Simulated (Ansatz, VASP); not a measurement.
One calculation of Zr2AlN3, two programs

```
Zr Al N
1.0
     3.38788    0.00000    0.00000
    -1.69394    2.93399    0.00000
     0.00000    0.00000    8.36702
Zr Al N
2 1 3
Cartesian
  0.0000 0.0000 0.1060
  0.0000 1.9560 5.5276
  1.6939 0.9780 2.7489
  0.0000 1.9560 7.6438
  1.6939 0.9780 4.6903
  0.0000 0.0000 2.2928
```

Alike in both runs: functional PBE; k mesh 6 × 6 × 2; occupations gaussian, width 0.1 eV; no spin polarisation.

Ansatz relaxed the structure, and its values are those at the end. VASP's run is a single point on that final structure, the one shown.

|  | VASP | Ansatz |
| --- | --- | --- |
| version | VASP 6.6.1 | Ansatz 0.2.0 |
| potentials or method | VASP PAW PBE potentials, release 64 (Zr_sv, Al, N), cutoff 600 eV | scalar-relativistic, plane waves, PAW |
| valence electrons in the cell | 42 | 42 |

Ansatz gave:

```
gap on the k mesh at the Fermi level (eV) : none
pressure (GPa)                            : 0.1
rms of the force components (eV/Å)        : 0.001
```

Which values does VASP return?

gap on the k mesh at the Fermi level (eV): none; pressure (GPa): 0.2; rms of the force components (eV/Å): 0.008.

A gap of «none» marks a metal or a gap that the smearing closes.

The k mesh is coarse, so the values compare programs but aren't converged.
